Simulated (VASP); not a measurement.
**CaIr2S4: single point with PBE**

Crystal: CaIr2S4.

```
Ca Ir S
1.0
     0.00000    5.24858    5.24858
     5.24858    0.00000    5.24858
     5.24858    5.24858    0.00000
Ca Ir S
2 4 8
Cartesian
  2.6243 2.6243 2.6243
  0.0000 0.0000 0.0000
  6.5607 3.9364 3.9364
  3.9364 3.9364 6.5607
  6.5607 6.5607 6.5607
  3.9364 6.5607 3.9364
  4.1724 4.1724 4.1724
  6.7967 8.9490 6.7967
  6.3247 6.3247 4.1724
  8.9490 8.9490 8.9490
  8.9490 6.7967 6.7967
  6.7967 6.7967 8.9490
  6.3247 4.1724 6.3247
  4.1724 6.3247 6.3247
```

| Quantity | Value |
| --- | --- |
| Program | VASP 6.6.1 |
| Task | single point |
| Functional | PBE |
| Potentials or basis | VASP PAW PBE potentials, release 64 (Ca_sv, Ir, S) |
| Cutoff | 520 eV |
| k mesh | 6 × 6 × 6 |
| Occupations | gaussian, width 0.02 eV |
| Spin | no spin polarisation |
| Dipole correction | no |
| Further INCAR settings | ALGO = Normal; EDIFF = 1e-07; NBANDS = 65 |

- Pressure: 0.2 GPa
- Largest force: 0.008 eV/Å
- Band gap on the k mesh: 1.32 eV

Forces in eV/Å, atoms in the order of the input:
```
Ca   0.000  0.000  0.000
Ca   0.000  0.000  0.000
Ir   0.000  0.000  0.000
Ir   0.000  0.000  0.000
Ir   0.000  0.000  0.000
Ir   0.000  0.000  0.000
S   -0.005 -0.005 -0.005
S   -0.005  0.005 -0.005
S    0.005  0.005 -0.005
S    0.005  0.005  0.005
S    0.005 -0.005 -0.005
S   -0.005 -0.005  0.005
S    0.005 -0.005  0.005
S   -0.005  0.005  0.005
```

Levels at points of the mesh, in eV from the valence-band top:
```tsv
k point	band 49	band 50	band 51	band 52	band 53	band 54	band 55	band 56
(0.00, 0.00, 0.00)	-0.87	-0.87	-0.87	-0.67	2.36	2.36	2.36	2.81
(0.50, 0.00, 0.00)	-0.46	-0.33	-0.33	-0.08	1.89	1.89	2.03	2.03
(0.50, 0.50, 0.00)	-0.25	-0.25	0.00	0.00	1.32	1.32	1.55	1.55
```

Run time: 6.1 min on 1 thread of Intel(R) Xeon(R) Platinum 8488C (Sapphire Rapids), on a shared host, peak memory 0.56 GiB.

Caveat: spin-orbit coupling is left out, which moves the levels of the heavy elements. A k mesh can miss the band edges.
